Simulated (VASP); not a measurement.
# Ga7N8 (a cell with a defect) in VASP: notebook

Ga7N8 (a cell with a defect) is run at these levels: PBE; tasks: single point.

Program: VASP 6.6.1. These are calculated values, not measurements. Logs are shortened: lines on timing, memory, paths and dates and some standing lists are left out, and cuts for length are marked.

### Step 1. The cell of the first run

The cell holds a defect, 15 atoms: a = 6.348 Å, b = 6.348 Å, c = 5.156 Å, α = 90.00°, β = 90.00°, γ = 60.00°.

### Step 2. Single point, PBE

Contents of INCAR:

```
PREC     = Accurate       # precision mode
ENCUT    = 520            # plane-wave cutoff, eV
EDIFF    = 1E-7           # SCF threshold, eV
ISMEAR   = -1             # smearing method
SIGMA    = 0.05           # smearing width, eV
LREAL    = Auto         
LASPH    = T              # aspherical terms in the spheres
NELM     = 100            # most SCF steps
ALGO     = Normal         # electronic algorithm
ISIF     = 2              # what is computed and relaxed
LWAVE    = F              # write WAVECAR
LCHARG   = F              # write CHGCAR
GGA      = PE             # functional
NBANDS   = 78             # bands
```

Contents of KPOINTS:

```
Automatic mesh
0
Gamma
  3 3 3
```

Contents of POSCAR:

```
Ga7N8
1.0
    3.1740151400      5.4975554900      0.0000000000
   -3.1740151400      5.4975554900      0.0000000000
    0.0000000000      0.0000000000      5.1562780000
Ga N
7 8
Direct
    0.1661298818      0.1670029085      0.0015790460
    0.3294709681      0.3398685241      0.5099789034
    0.1658431065      0.6671658569      0.0047328713
    0.3294331814      0.8307959443      0.5099149037
    0.6656614883      0.1670164189      0.0016921120
    0.6656339941      0.6675101666      0.0015710945
    0.8385874954      0.8307866504      0.5100062487
    0.1986139556      0.1507647825      0.3718162597
    0.3313644039      0.3360798823      0.8809959432
    0.1658274383      0.6671322305      0.3801499842
    0.3313513881      0.8327210822      0.8809042104
    0.6494945576      0.1507845861      0.3719343682
    0.8324711399      0.3338503300      0.9124381967
    0.6493952085      0.7000461957      0.3717989992
    0.8347458568      0.8327156207      0.8810199916
```

Potentials or basis: VASP PAW PBE potentials, release 64 (Ga_d, N).

On the command line:

```sh
$ cat potpaw_PBE.64/Ga_d/POTCAR potpaw_PBE.64/N/POTCAR > POTCAR
$ mpirun -np 1 vasp_std > vasp.out
```

OUTCAR:

```text
PREC = Accurate
   ENCUT = 520
   EDIFF = 1E-7
   ISMEAR = -1
   LREAL = Auto
   LASPH = T
   NELM = 100
   ISIF = 2
   GGA = PE

 ion  position               nearest neighbor table
   1  0.166  0.167  0.002-  13 1.89   8 1.92  11 1.94   9 1.94
   2  0.329  0.340  0.510-   8 1.91  12 1.91   9 1.91  10 1.92
   3  0.166  0.667  0.005-   9 1.93  15 1.93  11 1.93  10 1.94
   4  0.329  0.831  0.510-   8 1.91  14 1.91  11 1.91  10 1.92
   5  0.666  0.167  0.002-  13 1.89  12 1.92  15 1.94   9 1.94
   6  0.666  0.668  0.002-  13 1.89  14 1.92  15 1.94  11 1.94
   7  0.839  0.831  0.510-  12 1.91  14 1.91  15 1.91  10 1.92
   8  0.199  0.151  0.372-   4 1.91   2 1.91   1 1.92
   9  0.331  0.336  0.881-   2 1.91   3 1.93   1 1.94   5 1.94
  10  0.166  0.667  0.380-   4 1.92   7 1.92   2 1.92   3 1.94
  11  0.331  0.833  0.881-   4 1.91   3 1.93   6 1.94   1 1.94
  12  0.649  0.151  0.372-   7 1.91   2 1.91   5 1.92
  13  0.832  0.334  0.912-   6 1.89   1 1.89   5 1.89
  14  0.649  0.700  0.372-   4 1.91   7 1.91   6 1.92
  15  0.835  0.833  0.881-   7 1.91   3 1.93   6 1.94   5 1.94

  LATTYP: Found a hexagonal cell.
 ALAT       =     6.3480302831
 C/A-ratio  =     0.8122642410

  Lattice vectors:

 A1 = (   3.1740151400,  -5.4975554900,   0.0000000000)
 A2 = (   3.1740151400,   5.4975554900,   0.0000000000)
 A3 = (   0.0000000000,   0.0000000000,   5.1562780000)

Analysis of symmetry for initial positions (statically):
=====================================================================
 Subroutine PRICEL returns:
 Original cell was already a primitive cell.

 Routine SETGRP: Setting up the symmetry group for a
 hexagonal supercell.

 Subroutine GETGRP returns: Found  1 space group operations
 (whereof  1 operations were pure point group operations)
 out of a pool of 24 trial point group operations.

The static configuration has the point symmetry C_1 .

Analysis of symmetry for dynamics (positions and initial velocities):
=====================================================================
 Subroutine PRICEL returns:
 Original cell was already a primitive cell.

 Routine SETGRP: Setting up the symmetry group for a
 hexagonal supercell.

 Subroutine GETGRP returns: Found  1 space group operations
 (whereof  1 operations were pure point group operations)
 out of a pool of 24 trial point group operations.

The dynamic configuration has the point symmetry C_1 .

 Subroutine INISYM returns: Found  1 space group operations
 (whereof  1 operations are pure point group operations),
 and found     1 'primitive' translations

----------------------------------------------------------------------------------------

                                     Primitive cell

  volume of cell :     179.9471

  direct lattice vectors                    reciprocal lattice vectors
     3.174015140  5.497555490  0.000000000     0.157529179  0.090949514  0.000000000
    -3.174015140  5.497555490  0.000000000    -0.157529179  0.090949514  0.000000000
     0.000000000  0.000000000  5.156278000     0.000000000  0.000000000  0.193938341

  length of vectors
     6.348030283  6.348030283  5.156278000     0.181899028  0.181899028  0.193938341

  position of ions in fractional coordinates (direct lattice)
     0.166129882  0.167002909  0.001579046
     0.329470968  0.339868524  0.509978903
     0.165843106  0.667165857  0.004732871
     0.329433181  0.830795944  0.509914904
     0.665661488  0.167016419  0.001692112
     0.665633994  0.667510167  0.001571095
     0.838587495  0.830786650  0.510006249
     0.198613956  0.150764782  0.371816260
     0.331364404  0.336079882  0.880995943
     0.165827438  0.667132231  0.380149984
     0.331351388  0.832721082  0.880904210
     0.649494558  0.150784586  0.371934368
[... 24 lines left out ...]
 KPOINTS: Automatic mesh

Automatic generation of k-mesh.
 Grid dimensions read from file:
 generate k-points for:    3    3    3

 Generating k-lattice:

  Cartesian coordinates                     Fractional coordinates (reciprocal lattice)
     0.052509726  0.030316505  0.000000000     0.333333333  0.000000000  0.000000000
    -0.052509726  0.030316505  0.000000000     0.000000000  0.333333333  0.000000000
     0.000000000  0.000000000  0.064646114     0.000000000  0.000000000  0.333333333

  Length of vectors
     0.060633009  0.060633009  0.064646114

  Shift w.r.t. Gamma in fractional coordinates (k-lattice)
     0.000000000  0.000000000  0.000000000

 Subroutine IBZKPT returns following result:
 ===========================================

 Found     14 irreducible k-points:

 Following reciprocal coordinates:
            Coordinates               Weight
  0.000000  0.000000  0.000000      1.000000
  0.333333 -0.000000  0.000000      2.000000
  0.333333  0.333333  0.000000      2.000000
 -0.000000  0.333333  0.000000      2.000000
 -0.333333  0.333333  0.000000      2.000000
  0.000000  0.000000  0.333333      2.000000
  0.333333 -0.000000  0.333333      2.000000
  0.333333  0.333333  0.333333      2.000000
 -0.000000  0.333333  0.333333      2.000000
 -0.333333  0.000000  0.333333      2.000000
 -0.333333 -0.333333  0.333333      2.000000
  0.000000 -0.333333  0.333333      2.000000
 -0.333333  0.333333  0.333333      2.000000
  0.333333 -0.333333  0.333333      2.000000
   k-points           NKPTS =     14   k-points in BZ     NKDIM =     14   number of bands    NBANDS=     78
   number of dos      NEDOS =    301   number of ions     NIONS =     15
   total plane-waves  NPLWV =  92160
   dimension x,y,z NGX =    48 NGY =   48 NGZ =   40
   dimension x,y,z NGXF=    96 NGYF=   96 NGZF=   80
   ions per type =               7   8
   NGX,Y,Z   is equivalent  to a cutoff of  12.57, 12.57, 12.90 a.u.
   NGXF,Y,Z  is equivalent  to a cutoff of  25.14, 25.14, 25.79 a.u.
 SYSTEM =  unknown system
   PREC   = accura    normal or accurate (medium, high low for compatibility)
   ISTART =      0    job   : 0-new  1-cont  2-samecut
   ICHARG =      2    charge: 1-file 2-atom 10-const
   ISPIN  =      1    spin polarized calculation?
   LNONCOLLINEAR =      F non collinear calculations
   LSORBIT =      F    spin-orbit coupling
   LASPH  =      T    aspherical Exc in radial PAW
   ENCUT  =  520.0 eV  38.22 Ry    6.18 a.u.  11.80 11.80  9.59*2*pi/ulx,y,z
   NELM   =    100;   NELMIN=  2; NELMDL= -5     # of ELM steps
   EDIFF  = 0.1E-06   stopping-criterion for ELM
   LREAL  =      T    real-space projection
   EDIFFG = 0.1E-05   stopping-criterion for IOM
   NSW    =      0    number of steps for IOM
   IBRION =     -1    ionic relax: 0-MD 1-quasi-New 2-CG
   NFREE  =      0    steps in history (QN), initial steepest desc. (CG)
   ISIF   =      2    stress and relaxation
   ISYM   =      2    0-nonsym 1-usesym 2-fastsym
   POTIM  = 0.5000    time-step for ionic-motion
   TEBEG  =    0.0;   TEEND  =   0.0 temperature during run
   PSTRESS=    0.0 pullay stress
   NELECT =     131.0000    total number of electrons
   NUPDOWN=      -1.0000    fix difference up-down
   EMIN   =  10.00;   EMAX   =-10.00  energy-range for DOS
   EFERMI =   0.00;   METHOD = LEGACY
   ISMEAR =    -1;   SIGMA  =   0.05  broadening in eV -4-tet -1-fermi 0-gaus
   EFERMI_NEDOS =   21; number of points for ismear=-14 and -15
   IALGO  =     38    algorithm
   IMIX   =      4    mixing-type and parameters
     AMIX     =   0.40;   BMIX     =  1.00
     AMIX_MAG =   1.60;   BMIX_MAG =  1.00
  volume/ion in A,a.u.               =      12.00        80.96
  Fermi-wavevector in a.u.,A,eV,Ry     =   1.472709  2.783017 29.509294  2.168872
  Thomas-Fermi vector in A             =   2.587691
   LORBIT       =      0    0 simple, 1 ext, 2 COOP (PROOUT), +10 PAW based schemes
   GGA     = PE    functional components
   LHFCALC =     F    Hartree Fock is set to
   AEXX    =    0.0000 exact exchange contribution
   IVDW    =     0    specifies the selected vdW correction
   LEPSILON=     F    determine dielectric tensor
   LRPA    =     F    only Hartree local field effects (RPA)
 non-spin polarized calculation
  energy-cutoff  :      520.00
  volume of cell :      179.95
 maximum number of plane-waves:      4885
   NGX = 23   NGY = 23   NGZ = 19

 number of electron     131.0000016 magnetization

 Free energy of the ion-electron system (eV)
  ---------------------------------------------------
  ext. energy  EPLUGINS =         0.00000000
  ---------------------------------------------------
  free energy    TOTEN  =       -87.15338224 eV

  energy without entropy =      -87.09014370  energy(sigma->0) =      -87.12176297

 E-fermi :   4.3837     XC(G=0): -11.1774

 val. band max:        4.3232506571   @ k =  -0.0000   0.3333   0.0000
 cond. band min:       4.4164209419   @ k =  -0.3333   0.3333   0.0000
 fundamental gap:      0.0931702848
 Fermi energy:         4.3837388379

 k-point     1 :       0.0000    0.0000    0.0000
  band No.  band energies     occupation
      1     -11.6931      2.00000
      2     -10.8997      2.00000
      3     -10.7970      2.00000
      4     -10.7966      2.00000
      5     -10.6189      2.00000
      6     -10.4351      2.00000
[... 1109 lines left out ...]
     76      12.0046      0.00000
     77      12.0195      0.00000
 [bands above 77 left out]

------------------------ aborting loop because EDIFF is reached ----------------------------------------

  FORCE on cell =-STRESS in cart. coord.  units (eV):
  Direction    XX          YY          ZZ          XY          YZ          ZX
  --------------------------------------------------------------------------------------
  -------------------------------------------------------------------------------------
  Total        9.0004607      8.9985912     11.8688526      0.0017410     -0.0063779      0.0027487
  in kB       80.1365028     80.1198578    105.6755171      0.0155012     -0.0567862      0.0244729
  external PRESSURE =      88.6439592 kB  Pullay stress =       0.0000000 kB

 VOLUME and BASIS-vectors are now :
 -----------------------------------------------------------------------------
  energy-cutoff  :      520.00
  volume of cell :      179.95
      direct lattice vectors                 reciprocal lattice vectors
     3.174015140  5.497555490  0.000000000     0.157529179  0.090949514  0.000000000
    -3.174015140  5.497555490  0.000000000    -0.157529179  0.090949514  0.000000000
     0.000000000  0.000000000  5.156278000     0.000000000  0.000000000  0.193938341

 POSITION                                       TOTAL-FORCE (eV/Angst)
 -----------------------------------------------------------------------------------
     -0.00277      1.83142      0.00814        -0.010096     -0.004228      0.006283
     -0.03300      3.67973      2.62959         0.003347     -0.000388      0.001366
     -1.59121      4.57951      0.02440        -0.000822     -0.002336     -0.002856
     -1.59133      6.37842      2.62926         0.000952      0.003143      0.001807
      1.58271      4.57769      0.00872         0.000776      0.010153      0.003311
     -0.00595      7.32903      0.00810         0.009899     -0.003279      0.005954
      0.02476      9.17748      2.62973        -0.003851     -0.001799      0.000411
      0.15187      1.92073      1.91719         0.003238      0.001531     -0.001443
     -0.01497      3.66931      4.54266         0.000449      0.000729     -0.006040
     -1.59115      4.57924      1.96016        -0.000525      0.000593      0.000167
     -1.59135      6.39955      4.54219         0.000332     -0.000924     -0.002585
      1.58291      4.39958      1.91780        -0.001231     -0.004278     -0.002881
      1.58263      6.41192      4.70479         0.000609     -0.000183      0.005567
     -0.16077      7.41863      1.91710        -0.003196      0.000677     -0.001025
      0.00644      9.16696      4.54278         0.000120      0.000590     -0.008036
 -----------------------------------------------------------------------------------
    total drift:                                0.003063      0.001043      0.002502

  FREE ENERGIE OF THE ION-ELECTRON SYSTEM (eV)
  ---------------------------------------------------
  free  energy   TOTEN  =       -87.1533822435 eV

  energy  without entropy=      -87.0901437029  energy(sigma->0) =      -87.12176297
```

Wall time 10 min (1 thread of Intel Xeon 6975P-C, shared host); peak memory 0.36 GiB.

Results:

```yaml
Free_energy: -87.1534 eV
Pressure: 8.9 GPa
Largest_force: 0.013 eV/Å
```

Forces in eV/Å, atoms in the order of the input:
```
Ga  -0.010 -0.004  0.006
Ga   0.003  0.000  0.001
Ga  -0.001 -0.002 -0.003
Ga   0.001  0.003  0.002
Ga   0.001  0.010  0.003
Ga   0.010 -0.003  0.006
Ga  -0.004 -0.002  0.000
N    0.003  0.002 -0.001
N    0.000  0.001 -0.006
N   -0.001  0.001  0.000
N    0.000 -0.001 -0.003
N   -0.001 -0.004 -0.003
N    0.001  0.000  0.006
N   -0.003  0.001 -0.001
N    0.000  0.001 -0.008
```

Stress tensor (GPa, compression positive):
```
 8.01  0.00  0.00
 0.00  8.01 -0.01
 0.00 -0.01 10.57
```

Levels at points of the mesh, in eV from the Fermi level:
| k point | band 63 | band 64 | band 65 | band 66 | band 67 | band 68 |
| --- | --- | --- | --- | --- | --- | --- |
| (0.00, 0.00, 0.00) | -0.46 | -0.46 | 0.07 | 0.32 | 0.32 | 2.50 |

Caveat: the k points lie up to 0.41 Å⁻¹ apart.

### Step 3. Single point, PBE

Contents of INCAR:

```
ALGO = Normal ; EDIFF = 1E-6
ENCUT = 520 ; GGA = PE
ISIF = 2 ; ISMEAR = -1
LASPH = T ; LCHARG = F
LREAL = Auto ; LWAVE = F
NBANDS = 78 ; NELM = 100
PREC = Accurate ; SIGMA = 0.05
```

Contents of KPOINTS:

```
k-points
0
Gamma
  3 3 3
```

Contents of POSCAR:

```
Ga7N8
1.0
    3.1740151400      5.4975554900      0.0000000000
   -3.1740151400      5.4975554900      0.0000000000
    0.0000000000      0.0000000000      5.1562780000
Ga N
7 8
Direct
    0.1660293906      0.1674480984      0.0054981520
    0.3296581151      0.3310897403      0.5107046207
    0.1662660765      0.6673273285      0.0023724477
    0.3296042403      0.8402227877      0.5107490325
    0.6658336365      0.1678079717      0.0023947506
    0.6658324156      0.6672990122      0.0023631387
    0.8388020377      0.3310568226      0.5107195539
    0.1660309241      0.1674647547      0.3808671681
    0.3315393080      0.3330178769      0.8817193332
    0.1988457137      0.6510527564      0.3725823162
    0.3315283059      0.8363775046      0.8817344604
    0.6496443707      0.2002482786      0.3726090797
    0.8349424129      0.3329939566      0.8817189453
    0.6495046780      0.6509662337      0.3725660253
    0.8326174487      0.8341533582      0.9131782654
```

Potentials or basis: VASP PAW PBE potentials, release 64 (Ga_d, N).

On the command line:

```sh
$ cat potpaw_PBE.64/Ga_d/POTCAR potpaw_PBE.64/N/POTCAR > POTCAR
$ mpirun -np 1 vasp_std > vasp.out
```

Wall time 10 min (1 thread of Intel Xeon 6975P-C, shared host); peak memory 0.36 GiB.

It converged, with:

| Quantity | Value |
| --- | --- |
| Free energy | -87.1534 eV |
| Pressure | 8.9 GPa |
| Largest force | 0.012 eV/Å |

Forces on the atoms (eV/Å):
```
Ga  -0.002  0.000 -0.002
Ga   0.000  0.003  0.003
Ga  -0.008 -0.004  0.004
Ga   0.002 -0.002  0.001
Ga   0.010 -0.006  0.002
Ga   0.000  0.009  0.003
Ga  -0.004 -0.003  0.001
N    0.000  0.000  0.003
N    0.000 -0.001 -0.005
N    0.002  0.000 -0.002
N   -0.001  0.000 -0.006
N   -0.003  0.001 -0.001
N    0.001  0.000 -0.005
N    0.001  0.000 -0.002
N    0.001  0.001  0.007
```

Stress tensor (GPa, compression positive):
```
 8.02  0.00  0.00
 0.00  8.01  0.00
 0.00  0.00 10.58
```

Levels at points of the mesh, in eV from the Fermi level:
| k point | band 61 | band 62 | band 63 | band 64 | band 65 | band 66 | band 67 | band 68 | band 69 | band 70 |
| --- | --- | --- | --- | --- | --- | --- | --- | --- | --- | --- |
| (0.00, 0.00, 0.00) | -1.04 | -0.92 | -0.46 | -0.45 | 0.07 | 0.32 | 0.32 | 2.50 | 4.69 | 5.40 |

Caveat: the k points lie up to 0.41 Å⁻¹ apart.
